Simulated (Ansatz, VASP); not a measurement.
## Sb in VASP and in Ansatz

```xyz
1
Lattice="3.1600 0.0000 0.0000 0.0000 3.1600 0.0000 0.0000 0.0000 3.1600" Properties=species:S:1:pos:R:3 pbc="T T T"
Sb    0.0000    0.0000    0.0000
```

Alike in both runs: task single point; functional r2SCAN; k mesh 6 × 6 × 6; occupations gaussian, width 0.1 eV; no spin polarisation.

```csv
,VASP,Ansatz
version,VASP 6.6.1,Ansatz 0.2.0
potentials or method,"VASP PAW PBE potentials, release 64 (Sb), cutoff 520 eV","scalar-relativistic, plane waves, PAW"
valence electrons in the cell,5,15
```

```csv
,VASP,Ansatz,Ansatz less VASP
gap on the k mesh at the Fermi level (eV),none,none,-
pressure (GPa),-2.7,-2.7,0.00
```

VASP's potentials were made for PBE, not for r2SCAN. A gap of «none» marks a metal or a gap that the smearing closes. VASP's potentials hold 5 valence electrons a cell and Ansatz's 15, so a difference there can come from the potentials and not from the codes.

Spin-orbit coupling is off throughout.
